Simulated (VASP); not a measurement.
# KTaO3 in VASP: notebook, part 2 of 2

VASP 6.6.1.

**3. Single point, r2SCAN**

This run uses another cell than the first one, of 12.18 Å³/atom, 0.888 times its volume.

POSCAR reads:

```
KTaO3
1.0
    3.9343974464      0.0000000000      0.0000000000
    0.0000000000      3.9343974464      0.0000000000
    0.0000000000      0.0000000000      3.9343974464
Ta K O
1 1 3
Direct
    0.0000000000      0.0000000000      0.0000000000
    0.5000000000      0.5000000000      0.5000000000
    0.0000000000      0.0000000000      0.5000000000
    0.0000000000      0.5000000000      0.0000000000
    0.5000000000      0.0000000000      0.0000000000
```

INCAR.step1 reads:

```
SYSTEM = KTaO3
PREC = Accurate
ENCUT = 660
ISMEAR = -1
SIGMA = 0.05
LREAL = .FALSE.
LASPH = .TRUE.
NELM = 120
NBANDS = 28
GGA = PE
ALGO = Normal
EDIFF = 1E-5
LWAVE = .TRUE.
LCHARG = .FALSE.
GGA_COMPAT = .FALSE.
```

INCAR.step2 reads:

```
SYSTEM = KTaO3
PREC = Accurate
ENCUT = 660
EDIFF = 1E-6
ISMEAR = -1
SIGMA = 0.05
LREAL = .FALSE.
LASPH = .TRUE.
NELM = 120
ALGO = Normal
ISIF = 2
LWAVE = .FALSE.
LCHARG = .FALSE.
METAGGA = R2SCAN
LMIXTAU = .TRUE.
NBANDS = 28
ISTART = 1
GGA_COMPAT = .FALSE.
```

KPOINTS reads:

```
regular mesh
0
G
  7 7 7
  0 0 0
```

Potentials or basis: VASP PAW PBE potentials, release 64 (Ta_sv_GW, K_sv, O).

Launch:

```
$ cat potpaw_PBE.64/Ta_sv_GW/POTCAR potpaw_PBE.64/K_sv/POTCAR potpaw_PBE.64/O/POTCAR > POTCAR
$ cp INCAR.step1 INCAR
$ mpirun -np 1 vasp_std > vasp.out
$ cp INCAR.step2 INCAR
$ mpirun -np 1 vasp_std > vasp.out
```

OUTCAR:

```text
SYSTEM = KTaO3
   PREC = Accurate
   ENCUT = 660
   EDIFF = 1E-6
   ISMEAR = -1
   LREAL = .FALSE.
   LASPH = .TRUE.
   NELM = 120
   ISIF = 2
   METAGGA = R2SCAN
   ISTART = 1

 ion  position               nearest neighbor table
   1  0.000  0.000  0.000-   3 1.97   4 1.97   5 1.97   3 1.97   4 1.97   5 1.97   2 3.41   2 3.41
                             2 3.41   2 3.41   2 3.41   2 3.41   2 3.41   2 3.41
   2  0.500  0.500  0.500-   3 2.78   4 2.78   5 2.78   4 2.78   5 2.78   3 2.78   5 2.78   5 2.78
                             3 2.78   4 2.78   4 2.78   3 2.78   1 3.41   1 3.41   1 3.41   1 3.41
   3  0.000  0.000  0.500-   1 1.97   1 1.97   2 2.78   2 2.78   2 2.78   2 2.78
   4  0.000  0.500  0.000-   1 1.97   1 1.97   2 2.78   2 2.78   2 2.78   2 2.78
   5  0.500  0.000  0.000-   1 1.97   1 1.97   2 2.78   2 2.78   2 2.78   2 2.78

  LATTYP: Found a simple cubic cell.
 ALAT       =     3.9343974464

  Lattice vectors:

 A1 = (   3.9343974464,   0.0000000000,   0.0000000000)
 A2 = (   0.0000000000,   3.9343974464,   0.0000000000)
 A3 = (   0.0000000000,   0.0000000000,   3.9343974464)

Analysis of symmetry for initial positions (statically):
=====================================================================
 Subroutine PRICEL returns:
 Original cell was already a primitive cell.

 Routine SETGRP: Setting up the symmetry group for a
 simple cubic supercell.

 Subroutine GETGRP returns: Found 48 space group operations
 (whereof 48 operations were pure point group operations)
 out of a pool of 48 trial point group operations.

The static configuration has the point symmetry O_h .

Analysis of symmetry for dynamics (positions and initial velocities):
=====================================================================
 Subroutine PRICEL returns:
 Original cell was already a primitive cell.

 Routine SETGRP: Setting up the symmetry group for a
 simple cubic supercell.

 Subroutine GETGRP returns: Found 48 space group operations
 (whereof 48 operations were pure point group operations)
 out of a pool of 48 trial point group operations.

The dynamic configuration has the point symmetry O_h .

 Subroutine INISYM returns: Found 48 space group operations
 (whereof 48 operations are pure point group operations),
 and found     1 'primitive' translations

----------------------------------------------------------------------------------------

                                     Primitive cell

  volume of cell :      60.9024

  direct lattice vectors                    reciprocal lattice vectors
     3.934397446  0.000000000  0.000000000     0.254168526  0.000000000  0.000000000
     0.000000000  3.934397446  0.000000000     0.000000000  0.254168526  0.000000000
     0.000000000  0.000000000  3.934397446     0.000000000  0.000000000  0.254168526

  length of vectors
     3.934397446  3.934397446  3.934397446     0.254168526  0.254168526  0.254168526

  position of ions in fractional coordinates (direct lattice)
     0.000000000  0.000000000  0.000000000
     0.500000000  0.500000000  0.500000000
     0.000000000  0.000000000  0.500000000
     0.000000000  0.500000000  0.000000000
     0.500000000  0.000000000  0.000000000
[... 31 lines left out ...]
 ===========================================

 Found     20 irreducible k-points:

 Following reciprocal coordinates:
            Coordinates               Weight
  0.000000  0.000000  0.000000      1.000000
  0.142857  0.000000  0.000000      6.000000
  0.285714  0.000000  0.000000      6.000000
  0.428571  0.000000  0.000000      6.000000
  0.142857  0.142857  0.000000     12.000000
  0.285714  0.142857  0.000000     24.000000
[... 12 lines left out ...]
  0.428571  0.428571  0.285714     24.000000
  0.428571  0.428571  0.428571      8.000000
   k-points           NKPTS =     20   k-points in BZ     NKDIM =     20   number of bands    NBANDS=     28
   number of dos      NEDOS =    301   number of ions     NIONS =      5
   total plane-waves  NPLWV =  46656
   dimension x,y,z NGX =    36 NGY =   36 NGZ =   36
   dimension x,y,z NGXF=    72 NGYF=   72 NGZF=   72
   ions per type =               1   1   3
   NGX,Y,Z   is equivalent  to a cutoff of  15.21, 15.21, 15.21 a.u.
   NGXF,Y,Z  is equivalent  to a cutoff of  30.42, 30.42, 30.42 a.u.
 SYSTEM =  KTaO3
   PREC   = accura    normal or accurate (medium, high low for compatibility)
   ISTART =      1    job   : 0-new  1-cont  2-samecut
   ICHARG =      0    charge: 1-file 2-atom 10-const
   ISPIN  =      1    spin polarized calculation?
   LNONCOLLINEAR =      F non collinear calculations
   LSORBIT =      F    spin-orbit coupling
   LASPH  =      T    aspherical Exc in radial PAW
   ENCUT  =  660.0 eV  48.51 Ry    6.96 a.u.   8.24  8.24  8.24*2*pi/ulx,y,z
   NELM   =    120;   NELMIN=  2; NELMDL=  0     # of ELM steps
   EDIFF  = 0.1E-05   stopping-criterion for ELM
   LREAL  =      F    real-space projection
   EDIFFG = 0.1E-04   stopping-criterion for IOM
   NSW    =      0    number of steps for IOM
   IBRION =     -1    ionic relax: 0-MD 1-quasi-New 2-CG
   NFREE  =      0    steps in history (QN), initial steepest desc. (CG)
   ISIF   =      2    stress and relaxation
   ISYM   =      2    0-nonsym 1-usesym 2-fastsym
   POTIM  = 0.5000    time-step for ionic-motion
   TEBEG  =    0.0;   TEEND  =   0.0 temperature during run
   PSTRESS=    0.0 pullay stress
   NELECT =      40.0000    total number of electrons
   NUPDOWN=      -1.0000    fix difference up-down
   EMIN   =  10.00;   EMAX   =-10.00  energy-range for DOS
   EFERMI =   0.00;   METHOD = LEGACY
   ISMEAR =    -1;   SIGMA  =   0.05  broadening in eV -4-tet -1-fermi 0-gaus
   EFERMI_NEDOS =   21; number of points for ismear=-14 and -15
   IALGO  =     38    algorithm
   IMIX   =      4    mixing-type and parameters
     AMIX     =   0.40;   BMIX     =  1.00
     AMIX_MAG =   1.60;   BMIX_MAG =  1.00
  volume/ion in A,a.u.               =      12.18        82.20
  Fermi-wavevector in a.u.,A,eV,Ry     =   1.423038  2.689153 27.552316  2.025038
  Thomas-Fermi vector in A             =   2.543678
   LORBIT       =      0    0 simple, 1 ext, 2 COOP (PROOUT), +10 PAW based schemes
   METAGGA = R2SCAN    functional components
   LHFCALC =     F    Hartree Fock is set to
   AEXX    =    0.0000 exact exchange contribution
   IVDW    =     0    specifies the selected vdW correction
   LEPSILON=     F    determine dielectric tensor
   LRPA    =     F    only Hartree local field effects (RPA)
 non-spin polarized calculation
  energy-cutoff  :      660.00
  volume of cell :       60.90
 maximum number of plane-waves:      2363
 NGX is ok and might be reduce to    36
   NGX = 17   NGY = 17   NGZ = 17

 number of electron      40.0000009 magnetization

 Free energy of the ion-electron system (eV)
  ---------------------------------------------------
  ext. energy  EPLUGINS =         0.00000000
  ---------------------------------------------------
  free energy    TOTEN  =       -89.72538333 eV

  energy without entropy =      -89.72538333  energy(sigma->0) =      -89.72538333

 E-fermi :   4.4652     XC(G=0): -11.8860

 val. band max:        3.0953338945   @ k =   0.4286   0.4286   0.4286
 cond. band min:       5.8807380608   @ k =   0.0000   0.0000   0.0000
 fundamental gap:      2.7854041663
 Fermi energy:         4.4651582467

 k-point     1 :       0.0000    0.0000    0.0000
  band No.  band energies     occupation
      1     -66.0900      2.00000
      2     -31.8284      2.00000
      3     -31.8284      2.00000
      4     -31.8284      2.00000
      5     -25.2429      2.00000
      6     -15.5221      2.00000
[... 609 lines left out ...]
     27      15.4895      0.00000
     28      16.0090      0.00000

------------------------ aborting loop because EDIFF is reached ----------------------------------------

  FORCE on cell =-STRESS in cart. coord.  units (eV):
  Direction    XX          YY          ZZ          XY          YZ          ZX
  --------------------------------------------------------------------------------------
  -------------------------------------------------------------------------------------
  Total        3.7377519      3.7377519      3.7377519      0.0000000     -0.0000000      0.0000000
  in kB       98.3300744     98.3300744     98.3300744      0.0000000     -0.0000000      0.0000000
  external PRESSURE =      98.3300744 kB  Pullay stress =       0.0000000 kB

 VOLUME and BASIS-vectors are now :
 -----------------------------------------------------------------------------
  energy-cutoff  :      660.00
  volume of cell :       60.90
      direct lattice vectors                 reciprocal lattice vectors
     3.934397446  0.000000000  0.000000000     0.254168526  0.000000000  0.000000000
     0.000000000  3.934397446  0.000000000     0.000000000  0.254168526  0.000000000
     0.000000000  0.000000000  3.934397446     0.000000000  0.000000000  0.254168526

 POSITION                                       TOTAL-FORCE (eV/Angst)
 -----------------------------------------------------------------------------------
      0.00000      0.00000      0.00000         0.000000      0.000000      0.000000
      1.96720      1.96720      1.96720         0.000000      0.000000      0.000000
      0.00000      0.00000      1.96720         0.000000      0.000000      0.000000
      0.00000      1.96720      0.00000         0.000000      0.000000      0.000000
      1.96720      0.00000      0.00000         0.000000      0.000000      0.000000
 -----------------------------------------------------------------------------------
    total drift:                                0.000000      0.000000     -0.000000

  FREE ENERGIE OF THE ION-ELECTRON SYSTEM (eV)
  ---------------------------------------------------
  free  energy   TOTEN  =       -89.7253833321 eV

  energy  without entropy=      -89.7253833321  energy(sigma->0) =      -89.72538333
```

Wall time 3.8 min (1 thread of AMD EPYC 9R45 (Zen 5), shared host); peak memory 0.22 GiB.

What came out:

- Free energy: -89.7254 eV
- Pressure: 9.8 GPa
- Band gap on the k mesh: 2.79 eV, indirect (least direct gap 3.35 eV)

Levels at points of the mesh, in eV from the valence-band top:
```
           k point  band 17  band 18  band 19  band 20  band 21  band 22  band 23  band 24
(0.00, 0.00, 0.00)    -1.09    -0.56    -0.56    -0.56     2.79     2.79     2.79     7.74
```

Caveat: the PAW data sets were made with another functional, which shifts forces and pressure a little; spin-orbit coupling is left out, which moves the levels of the heavy elements.
